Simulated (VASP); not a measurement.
Input of a VASP 6.6.1 run:

INCAR

```
SYSTEM = C
  ALGO = Normal
  EDIFF = 1E-6
  ENCUT = 520
  GGA = PS
  ISIF = 2
  ISMEAR = 0
  IVDW = 12
  LASPH = .TRUE.
  LCHARG = .FALSE.
  LREAL = .FALSE.
  LWAVE = .FALSE.
  NBANDS = 16
  NELM = 60
  PREC = Accurate
  SIGMA = 0.15
```

KPOINTS

```
k-points
0
G
  21 21 8
  0 0 0
```

Contents of POSCAR:

```
C
1.0
    2.4759358948      0.0000000000      0.0000000000
   -1.2379679474      2.1442233831      0.0000000000
    0.0000000000      0.0000000000      6.0185049732
C
4
Direct
    0.0000000000      0.0000000000      0.0025000000
    0.0000000000      0.0000000000      0.5025000000
    0.3333333333      0.6666666667      0.0025000000
    0.6666666667      0.3333333333      0.5025000000
```

Potentials or basis: VASP PAW PBE potentials, release 64 (C).

Launch:

```console
$ cat potpaw_PBE.64/C/POTCAR > POTCAR
$ mpirun -np 1 vasp_std > vasp.out
```

Problem. Predict the band gap on the k mesh.

Solution. Zero (bands 8 and 9 overlap by 0.10 eV).

Problem. Predict the dispersion energy per atom.

Solution. -0.122 eV.

Problem. What does it give for the pressure?

Solution. -4.4 GPa.

Stress tensor (GPa, compression positive):
```
-9.37  0.00  0.00
 0.00 -9.37  0.00
 0.00  0.00  5.40
```

Caveat: the stress differs along the axes, from -9 to 5 GPa; the PAW data sets were made with another functional, which shifts forces and pressure a little.
